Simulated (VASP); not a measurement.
A run of VASP 6.6.1:

Contents of INCAR:

```
SYSTEM = Si32C
PREC = Accurate ; ENCUT = 520
EDIFF = 1E-6 ; ISMEAR = -1
SIGMA = 0.01 ; LREAL = Auto
LASPH = .True. ; NELM = 120
ALGO = Normal ; ISIF = 2
LWAVE = .False. ; LCHARG = .True.
GGA = PE ; LELF = .True.
LVHAR = .True. ; NBANDS = 88
GGA_COMPAT = .False.
```

KPOINTS

```
Automatic mesh
0
Gamma
  1 1 1
  0 0 0
```

Contents of POSCAR:

```
Si32C
1.0
   -5.4697269700      5.4697269700      5.4697269700
    5.4697269700     -5.4697269700      5.4697269700
    5.4697269700      5.4697269700     -5.4697269700
Si C
32 1
Direct
   -0.0222133574     -0.0025723405      0.2524414852
    0.0262851328      0.2582419576      0.0267668753
   -0.0207401577      0.4871022840      0.7324805282
   -0.0169516688      0.7486810626      0.4934928224
    0.2508151700     -0.0023433528     -0.0009101003
    0.2361297935      0.2558175221      0.7463969449
    0.2598991701      0.5185018403      0.5139123059
    0.2312555100      0.7432573915      0.2304174426
    0.4699870787     -0.0030212660      0.6891441786
    0.4879020497      0.2571087200      0.4885683535
    0.4918229035      0.5085737397      0.2442810230
    0.4962059377      0.7472446106     -0.0121633128
    0.7128077912     -0.0015828944      0.4882004193
    0.7530895093      0.2580797922      0.2428329617
    0.7389904509      0.4770812171     -0.0076278030
    0.7678878714      0.7457965493      0.7691180059
   -0.0239084146      0.0016708329      0.5049152389
    0.0173299326      0.2635600475      0.2710410425
   -0.0086589331      0.4821290010     -0.0165075881
    0.0102976804      0.7463502333      0.7477619125
    0.2340487938      0.0005581631      0.2427896323
    0.2627981265      0.2496821153     -0.0006367777
    0.2386106303      0.5067972342      0.7479805706
    0.2208039828      0.7390853368      0.4753899992
    0.5787810831      0.0025290111     -0.0360649629
    0.4787655790      0.2549474604      0.7343026484
    0.5102364369      0.5187506644      0.5025906257
    0.4851178157      0.7504358120      0.2303714622
    0.7670568427      0.0033778651      0.8405349161
    0.7308821851      0.2452148905      0.4757066512
    0.7360548382      0.4989643935      0.2435222100
    0.7495428058      0.7319222736      0.0039743300
    0.6457796741      0.0052314311      0.6463602332
```

Potentials or basis: VASP PAW PBE potentials, release 64 (Si, C).

Launch:

```bash
$ cat potpaw_PBE.64/Si/POTCAR potpaw_PBE.64/C/POTCAR > POTCAR
$ mpirun -np 1 vasp_gam > vasp.out
```

Hardware: 1 thread of Intel(R) Xeon(R) Platinum 8375C CPU @ 2.90GHz (Ice Lake), on a shared host.

Question: How long does it take, and how much memory?

Answer: Wall time 2.2 min on 1 thread of Intel(R) Xeon(R) Platinum 8375C CPU @ 2.90GHz (Ice Lake) (shared host), peak memory 0.63 GiB. Counts: scf iterations 17, k points 1.
